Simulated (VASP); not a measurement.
# NaCl (Fm-3m) in VASP: further runs

NaCl is run at these levels: PBEsol, HSE06, PBE-based screened hybrid with 30 % exact exchange; tasks: single point.

All numbers are computed with VASP 6.6.1; they aren't measurements. Logs are shortened: lines on timing, memory, paths and dates and some standing lists are left out, and cuts for length are marked.

## (1) The cell of the first run

Symmetry: Fm-3m, No. 225, cubic system. The conventional cell has a = 5.605 Å, b = 5.605 Å, c = 5.605 Å, α = 90.00°, β = 90.00°, γ = 90.00°. Na (site symmetry m-3m) has 6 Cl at 2.80 Å within 3.7 Å. Cl (site symmetry m-3m) has 6 Na at 2.80 Å within 3.7 Å.

## (2) Single point, PBEsol

INCAR reads:

```
PREC = Accurate
ENCUT = 520
EDIFF = 1E-6
ISMEAR = 0
SIGMA = 0.01
LREAL = F
LASPH = T
NELM = 60
ALGO = Normal
ISIF = 2
LWAVE = F
LCHARG = F
GGA = PS
NBANDS = 14
```

KPOINTS reads:

```
regular mesh
0
Gamma
  6 6 6
```

POSCAR reads:

```
NaCl
1.0
    0.0000000000      2.8026988074      2.8026988074
    2.8026988074      0.0000000000      2.8026988074
    2.8026988074      2.8026988074      0.0000000000
Na Cl
1 1
Direct
    0.0000000000      0.0000000000      0.0000000000
    0.5000000000      0.5000000000      0.5000000000
```

Potentials or basis: VASP PAW PBE potentials, release 64 (Na_pv, Cl).

The run is started by

```bash
$ cat potpaw_PBE.64/Na_pv/POTCAR potpaw_PBE.64/Cl/POTCAR > POTCAR
$ mpirun -np 1 vasp_std > vasp.out
```

OUTCAR:

```text
PREC = Accurate
   ENCUT = 520
   EDIFF = 1E-6
   ISMEAR = 0
   LREAL = F
   LASPH = T
   NELM = 60
   ISIF = 2
   GGA = PS

 ion  position               nearest neighbor table
   1  0.000  0.000  0.000-
   2  0.500  0.500  0.500-

  LATTYP: Found a face centered cubic cell.
 ALAT       =     5.6053976148

  Lattice vectors:

 A1 = (   0.0000000000,   2.8026988074,   2.8026988074)
 A2 = (   2.8026988074,   0.0000000000,   2.8026988074)
 A3 = (   2.8026988074,   2.8026988074,   0.0000000000)

Analysis of symmetry for initial positions (statically):
=====================================================================
 Subroutine PRICEL returns:
 Original cell was already a primitive cell.

 Routine SETGRP: Setting up the symmetry group for a
 face centered cubic supercell.

 Subroutine GETGRP returns: Found 48 space group operations
 (whereof 48 operations were pure point group operations)
 out of a pool of 48 trial point group operations.

The static configuration has the point symmetry O_h .

Analysis of symmetry for dynamics (positions and initial velocities):
=====================================================================
 Subroutine PRICEL returns:
 Original cell was already a primitive cell.

 Routine SETGRP: Setting up the symmetry group for a
 face centered cubic supercell.

 Subroutine GETGRP returns: Found 48 space group operations
 (whereof 48 operations were pure point group operations)
 out of a pool of 48 trial point group operations.

The dynamic configuration has the point symmetry O_h .

 Subroutine INISYM returns: Found 48 space group operations
 (whereof 48 operations are pure point group operations),
 and found     1 'primitive' translations

----------------------------------------------------------------------------------------

                                     Primitive cell

  volume of cell :      44.0311

  direct lattice vectors                    reciprocal lattice vectors
     0.000000000  2.802698807  2.802698807    -0.178399476  0.178399476  0.178399476
     2.802698807  0.000000000  2.802698807     0.178399476 -0.178399476  0.178399476
     2.802698807  2.802698807  0.000000000     0.178399476  0.178399476 -0.178399476

  length of vectors
     3.963614665  3.963614665  3.963614665     0.308996957  0.308996957  0.308996957

  position of ions in fractional coordinates (direct lattice)
     0.000000000  0.000000000  0.000000000
     0.500000000  0.500000000  0.500000000

  ion indices of the primitive-cell ions
   primitive index   ion index
                 1           1
                 2           2

----------------------------------------------------------------------------------------

 KPOINTS: regular mesh

Automatic generation of k-mesh.
 Grid dimensions read from file:
 generate k-points for:    6    6    6

 Generating k-lattice:

  Cartesian coordinates                     Fractional coordinates (reciprocal lattice)
    -0.029733246  0.029733246  0.029733246     0.166666667  0.000000000  0.000000000
     0.029733246 -0.029733246  0.029733246     0.000000000  0.166666667  0.000000000
     0.029733246  0.029733246 -0.029733246     0.000000000  0.000000000  0.166666667

  Length of vectors
     0.051499493  0.051499493  0.051499493

  Shift w.r.t. Gamma in fractional coordinates (k-lattice)
     0.000000000  0.000000000  0.000000000

 Subroutine IBZKPT returns following result:
 ===========================================

 Found     16 irreducible k-points:

 Following reciprocal coordinates:
            Coordinates               Weight
  0.000000  0.000000  0.000000      1.000000
  0.166667  0.000000  0.000000      8.000000
  0.333333  0.000000  0.000000      8.000000
  0.500000  0.000000  0.000000      4.000000
  0.166667  0.166667  0.000000      6.000000
  0.333333  0.166667  0.000000     24.000000
[... 8 lines left out ...]
 -0.333333  0.333333  0.166667     24.000000
 -0.333333  0.500000  0.166667     12.000000
   k-points           NKPTS =     16   k-points in BZ     NKDIM =     16   number of bands    NBANDS=     14
   number of dos      NEDOS =    301   number of ions     NIONS =      2
   total plane-waves  NPLWV =  27000
   dimension x,y,z NGX =    30 NGY =   30 NGZ =   30
   dimension x,y,z NGXF=    60 NGYF=   60 NGZF=   60
   ions per type =               1   1
   NGX,Y,Z   is equivalent  to a cutoff of  12.58, 12.58, 12.58 a.u.
   NGXF,Y,Z  is equivalent  to a cutoff of  25.17, 25.17, 25.17 a.u.
 SYSTEM =  unknown system
   PREC   = accura    normal or accurate (medium, high low for compatibility)
   ISTART =      0    job   : 0-new  1-cont  2-samecut
   ICHARG =      2    charge: 1-file 2-atom 10-const
   ISPIN  =      1    spin polarized calculation?
   LNONCOLLINEAR =      F non collinear calculations
   LSORBIT =      F    spin-orbit coupling
   LASPH  =      T    aspherical Exc in radial PAW
   ENCUT  =  520.0 eV  38.22 Ry    6.18 a.u.   7.37  7.37  7.37*2*pi/ulx,y,z
   NELM   =     60;   NELMIN=  2; NELMDL= -5     # of ELM steps
   EDIFF  = 0.1E-05   stopping-criterion for ELM
   LREAL  =      F    real-space projection
   EDIFFG = 0.1E-04   stopping-criterion for IOM
   NSW    =      0    number of steps for IOM
   IBRION =     -1    ionic relax: 0-MD 1-quasi-New 2-CG
   NFREE  =      0    steps in history (QN), initial steepest desc. (CG)
   ISIF   =      2    stress and relaxation
   ISYM   =      2    0-nonsym 1-usesym 2-fastsym
   POTIM  = 0.5000    time-step for ionic-motion
   TEBEG  =    0.0;   TEEND  =   0.0 temperature during run
   PSTRESS=    0.0 pullay stress
   NELECT =      14.0000    total number of electrons
   NUPDOWN=      -1.0000    fix difference up-down
   EMIN   =  10.00;   EMAX   =-10.00  energy-range for DOS
   EFERMI =   0.00;   METHOD = LEGACY
   ISMEAR =     0;   SIGMA  =   0.01  broadening in eV -4-tet -1-fermi 0-gaus
   EFERMI_NEDOS =   21; number of points for ismear=-14 and -15
   IALGO  =     38    algorithm
   IMIX   =      4    mixing-type and parameters
     AMIX     =   0.40;   BMIX     =  1.00
     AMIX_MAG =   1.60;   BMIX_MAG =  1.00
  volume/ion in A,a.u.               =      22.02       148.57
  Fermi-wavevector in a.u.,A,eV,Ry     =   1.117372  2.111527 16.987146  1.248520
  Thomas-Fermi vector in A             =   2.253994
   LORBIT       =      0    0 simple, 1 ext, 2 COOP (PROOUT), +10 PAW based schemes
   GGA     = PS    functional components
   LHFCALC =     F    Hartree Fock is set to
   AEXX    =    0.0000 exact exchange contribution
   IVDW    =     0    specifies the selected vdW correction
   LEPSILON=     F    determine dielectric tensor
   LRPA    =     F    only Hartree local field effects (RPA)
 non-spin polarized calculation
 Gauss-broadening in eV      SIGMA  =   0.01
  energy-cutoff  :      520.00
  volume of cell :       44.03
 maximum number of plane-waves:      1243
 NGX is ok and might be reduce to    30
   NGX = 15   NGY = 15   NGZ = 15

 number of electron      14.0000003 magnetization

 Free energy of the ion-electron system (eV)
  ---------------------------------------------------
  ext. energy  EPLUGINS =         0.00000000
  ---------------------------------------------------
  free energy    TOTEN  =        -6.99828195 eV

  energy without entropy =       -6.99828195  energy(sigma->0) =       -6.99828195

 E-fermi :  -0.6265     XC(G=0):  -8.4151

 val. band max:       -0.6774852240   @ k =   0.0000   0.0000   0.0000
 cond. band min:       4.3223140510   @ k =   0.0000   0.0000   0.0000
 fundamental gap:      4.9997992749
 Fermi energy:        -0.6265383883

 k-point     1 :       0.0000    0.0000    0.0000
  band No.  band energies     occupation
      1     -21.2946      2.00000
      2     -21.2946      2.00000
      3     -21.2946      2.00000
      4     -13.3645      2.00000
      5      -0.6775      2.00000
      6      -0.6775      2.00000
      7      -0.6775      2.00000
      8       4.3223      0.00000
      9      10.3376      0.00000
     10      10.3376      0.00000
     11      10.3376      0.00000
     12      12.5826      0.00000
     13      12.5826      0.00000
     14      13.9864      0.00000

 k-point     2 :       0.1667    0.0000    0.0000
  band No.  band energies     occupation
      1     -21.3031      2.00000
      2     -21.2952      2.00000
      3     -21.2952      2.00000
      4     -13.2772      2.00000
      5      -1.3154      2.00000
      6      -0.7508      2.00000
      7      -0.7508      2.00000
      8       5.1574      0.00000
      9       9.5196      0.00000
     10      10.6315      0.00000
     11      10.6315      0.00000
     12      12.2523      0.00000
     13      12.2523      0.00000
     14      15.2023      0.00000

 k-point     3 :       0.3333    0.0000    0.0000
  band No.  band energies     occupation
      1     -21.3198      2.00000
      2     -21.2964      2.00000
      3     -21.2964      2.00000
      4     -13.0945      2.00000
      5      -2.2935      2.00000
      6      -0.8905      2.00000
      7      -0.8905      2.00000
      8       6.2485      0.00000
      9       9.3453      0.00000
     10      10.4601      0.00000
     11      10.4601      0.00000
     12      13.3488      0.00000
     13      13.3488      0.00000
     14      14.5464      0.00000
[... 188 lines left out ...]
 k-point    15 :      -0.3333    0.3333    0.1667
  band No.  band energies     occupation
      1     -21.3173      2.00000
      2     -21.3072      2.00000
      3     -21.3016      2.00000
      4     -12.9477      2.00000
      5      -2.2293      2.00000
      6      -1.7181      2.00000
      7      -1.2396      2.00000
      8       8.1086      0.00000
      9       8.4658      0.00000
     10       9.1935      0.00000
     11      11.1543      0.00000
     12      13.5278      0.00000
     13      14.9737      0.00000
     14      16.0581      0.00000

 k-point    16 :      -0.3333    0.5000    0.1667
  band No.  band energies     occupation
      1     -21.3140      2.00000
      2     -21.3072      2.00000
      3     -21.3056      2.00000
      4     -12.9351      2.00000
      5      -2.1943      2.00000
      6      -1.6404      2.00000
      7      -1.4320      2.00000
      8       7.6860      0.00000
      9       8.0557      0.00000
     10       9.7386      0.00000
     11      11.3668      0.00000
     12      14.5190      0.00000
     13      15.6157      0.00000
     14      15.6877      0.00000

------------------------ aborting loop because EDIFF is reached ----------------------------------------

  FORCE on cell =-STRESS in cart. coord.  units (eV):
  Direction    XX          YY          ZZ          XY          YZ          ZX
  --------------------------------------------------------------------------------------
  -------------------------------------------------------------------------------------
  Total       -0.0067287     -0.0067287     -0.0067287      0.0000000     -0.0000000      0.0000000
  in kB       -0.2448391     -0.2448391     -0.2448391      0.0000000     -0.0000000      0.0000000
  external PRESSURE =      -0.2448391 kB  Pullay stress =       0.0000000 kB

 VOLUME and BASIS-vectors are now :
 -----------------------------------------------------------------------------
  energy-cutoff  :      520.00
  volume of cell :       44.03
      direct lattice vectors                 reciprocal lattice vectors
     0.000000000  2.802698807  2.802698807    -0.178399476  0.178399476  0.178399476
     2.802698807  0.000000000  2.802698807     0.178399476 -0.178399476  0.178399476
     2.802698807  2.802698807  0.000000000     0.178399476  0.178399476 -0.178399476

 POSITION                                       TOTAL-FORCE (eV/Angst)
 -----------------------------------------------------------------------------------
      0.00000      0.00000      0.00000        -0.000000     -0.000000     -0.000000
      2.80270      2.80270      2.80270         0.000000      0.000000      0.000000
 -----------------------------------------------------------------------------------
    total drift:                               -0.000000      0.000000      0.000000

  FREE ENERGIE OF THE ION-ELECTRON SYSTEM (eV)
  ---------------------------------------------------
  free  energy   TOTEN  =        -6.9982819480 eV

  energy  without entropy=       -6.9982819480  energy(sigma->0) =       -6.99828195
```

Run time: 7.2 s. Hardware: 1 thread of Oxide Virtual Turin-like, shared host; peak memory 0.12 GiB.

Results:

```yaml
Free_energy: -6.9983 eV
Pressure: 0.0 GPa
Band_gap_on_the_k_mesh: 5.00 eV
```

Levels at points of the mesh, in eV from the valence-band top:
```tsv
k point	band 3	band 4	band 5	band 6	band 7	band 8	band 9	band 10	band 11	band 12
(0.00, 0.00, 0.00)	-20.62	-12.69	0.00	0.00	0.00	5.00	11.02	11.02	11.02	13.26
(0.50, 0.00, 0.00)	-20.62	-12.32	-2.03	-0.28	-0.28	7.11	10.65	10.91	10.91	14.95
(0.50, 0.50, 0.00)	-20.63	-12.27	-1.75	-0.63	-0.63	7.49	7.87	11.26	14.78	14.78
```

Caveat: the PAW data sets were made with another functional, which shifts forces and pressure a little.

## (3) Single point, HSE06

POSCAR is that of step 2.

INCAR.step1 reads:

```
ALGO = Normal
EDIFF = 1E-5
ENCUT = 520
GGA = PE
ISIF = 2
ISMEAR = 0
LASPH = True
LCHARG = False
LREAL = False
LWAVE = True
NBANDS = 14
NELM = 100
PREC = Accurate
SIGMA = 0.01
```

INCAR.step2 reads:

```
ALGO = Normal
EDIFF = 1E-6
ENCUT = 520
GGA = PE
HFSCREEN = 0.2079
ISIF = 2
ISMEAR = 0
ISTART = 1
LASPH = True
LCHARG = False
LHFCALC = True
LREAL = False
LWAVE = False
NBANDS = 14
NELM = 100
PREC = Accurate
PRECFOCK = Normal
SIGMA = 0.01
```

KPOINTS reads:

```
k-points
0
Gamma
  4 4 4
```

Potentials or basis: VASP PAW PBE potentials, release 64 (Na_pv, Cl).

The run is started by

```bash
$ cat potpaw_PBE.64/Na_pv/POTCAR potpaw_PBE.64/Cl/POTCAR > POTCAR
$ cp INCAR.step1 INCAR
$ mpirun -np 1 vasp_std > vasp.out
$ cp INCAR.step2 INCAR
$ mpirun -np 1 vasp_std > vasp.out
```

OUTCAR:

```text
EDIFF = 1E-6
   ENCUT = 520
   GGA = PE
   HFSCREEN = 0.2079
   ISIF = 2
   ISMEAR = 0
   ISTART = 1
   LASPH = True
   LHFCALC = True
   LREAL = False
   NELM = 100
   PREC = Accurate
   PRECFOCK = Normal

 ion  position               nearest neighbor table
   1  0.000  0.000  0.000-
   2  0.500  0.500  0.500-

  LATTYP: Found a face centered cubic cell.
 ALAT       =     5.6053976148

  Lattice vectors:

 A1 = (   0.0000000000,   2.8026988074,   2.8026988074)
 A2 = (   2.8026988074,   0.0000000000,   2.8026988074)
 A3 = (   2.8026988074,   2.8026988074,   0.0000000000)

Analysis of symmetry for initial positions (statically):
=====================================================================
 Subroutine PRICEL returns:
 Original cell was already a primitive cell.

 Routine SETGRP: Setting up the symmetry group for a
 face centered cubic supercell.

 Subroutine GETGRP returns: Found 48 space group operations
 (whereof 48 operations were pure point group operations)
 out of a pool of 48 trial point group operations.

The static configuration has the point symmetry O_h .

Analysis of symmetry for dynamics (positions and initial velocities):
=====================================================================
 Subroutine PRICEL returns:
 Original cell was already a primitive cell.

 Routine SETGRP: Setting up the symmetry group for a
 face centered cubic supercell.

 Subroutine GETGRP returns: Found 48 space group operations
 (whereof 48 operations were pure point group operations)
 out of a pool of 48 trial point group operations.

The dynamic configuration has the point symmetry O_h .

 Subroutine INISYM returns: Found 48 space group operations
 (whereof 48 operations are pure point group operations),
 and found     1 'primitive' translations
[... 110 lines left out ...]
   AEXX    =    0.2500 exact exchange contribution
   HFSCREEN=    0.2079 screening length (either q_TF or 0.3 A-1)
   HFSCREENC=   0.2079 screening length for correlation (either q_TF or 0.3 A-1)
   ENCUTFOCK=  -1.0 apply spherical cutoff to Coloumb kernel
   IVDW    =     0    specifies the selected vdW correction
   LEPSILON=     F    determine dielectric tensor
   LRPA    =     F    only Hartree local field effects (RPA)
 non-spin polarized calculation
 Gauss-broadening in eV      SIGMA  =   0.01
  energy-cutoff  :      520.00
  volume of cell :       44.03
 maximum number of plane-waves:      1243
 NGX is ok and might be reduce to    30
  NGX = 24; NGY = 24; NGZ = 24

 number of electron      14.0000003 magnetization

 Free energy of the ion-electron system (eV)
  ---------------------------------------------------
  ext. energy  EPLUGINS =         0.00000000
  ---------------------------------------------------
  free energy    TOTEN  =        -7.87417450 eV

  energy without entropy =       -7.87417450  energy(sigma->0) =       -7.87417450

 E-fermi :  -1.5316     XC(G=0):  -6.8614

 val. band max:       -1.6183367066   @ k =   0.0000   0.0000   0.0000
 cond. band min:       4.9332782441   @ k =   0.0000   0.0000   0.0000
 fundamental gap:      6.5516149506
 Fermi energy:        -1.5315766344

 k-point     1 :       0.0000    0.0000    0.0000
  band No.  band energies     occupation
      1     -24.4656      2.00000
      2     -24.4656      2.00000
      3     -24.4656      2.00000
      4     -15.5126      2.00000
      5      -1.6183      2.00000
      6      -1.6183      2.00000
      7      -1.6183      2.00000
      8       4.9333      0.00000
      9      11.0226      0.00000
     10      11.0226      0.00000
     11      11.0226      0.00000
     12      13.3738      0.00000
     13      13.3738      0.00000
     14      14.7270      0.00000
[... 105 lines left out ...]
      1     -24.4798      2.00000
      2     -24.4798      2.00000
      3     -24.4757      2.00000
      4     -15.0531      2.00000
      5      -2.9255      2.00000
      6      -2.9255      2.00000
      7      -2.4388      2.00000
      8       8.8039      0.00000
      9       9.5756      0.00000
     10       9.5756      0.00000
     11      11.4066      0.00000
     12      15.9584      0.00000
     13      15.9584      0.00000
     14      16.6308      0.00000

------------------------ aborting loop because EDIFF is reached ----------------------------------------

  FORCE on cell =-STRESS in cart. coord.  units (eV):
  Direction    XX          YY          ZZ          XY          YZ          ZX
  --------------------------------------------------------------------------------------
  -------------------------------------------------------------------------------------
  Total        0.2007952      0.2007952      0.2007952     -0.0000000     -0.0000000      0.0000000
  in kB        7.3064203      7.3064203      7.3064203     -0.0000000     -0.0000000      0.0000000
  external PRESSURE =       7.3064203 kB  Pullay stress =       0.0000000 kB

 VOLUME and BASIS-vectors are now :
 -----------------------------------------------------------------------------
  energy-cutoff  :      520.00
  volume of cell :       44.03
      direct lattice vectors                 reciprocal lattice vectors
     0.000000000  2.802698807  2.802698807    -0.178399476  0.178399476  0.178399476
     2.802698807  0.000000000  2.802698807     0.178399476 -0.178399476  0.178399476
     2.802698807  2.802698807  0.000000000     0.178399476  0.178399476 -0.178399476

 POSITION                                       TOTAL-FORCE (eV/Angst)
 -----------------------------------------------------------------------------------
      0.00000      0.00000      0.00000         0.000000     -0.000000      0.000000
      2.80270      2.80270      2.80270        -0.000000      0.000000     -0.000000
 -----------------------------------------------------------------------------------
    total drift:                               -0.000000     -0.000000     -0.000000

  FREE ENERGIE OF THE ION-ELECTRON SYSTEM (eV)
  ---------------------------------------------------
  free  energy   TOTEN  =        -7.8741745035 eV

  energy  without entropy=       -7.8741745035  energy(sigma->0) =       -7.87417450
```

Run time: 2.2 min. Hardware: 1 thread of Oxide Virtual Turin-like, shared host; peak memory 0.22 GiB.

What came out:

* Free energy: -7.8742 eV
* Pressure: 0.7 GPa
* Band gap on the k mesh: 6.55 eV

Caveat: the k points lie up to 0.49 Å⁻¹ apart; the PAW data sets were made with another functional, which shifts forces and pressure a little.

[end of part 1 of 2]
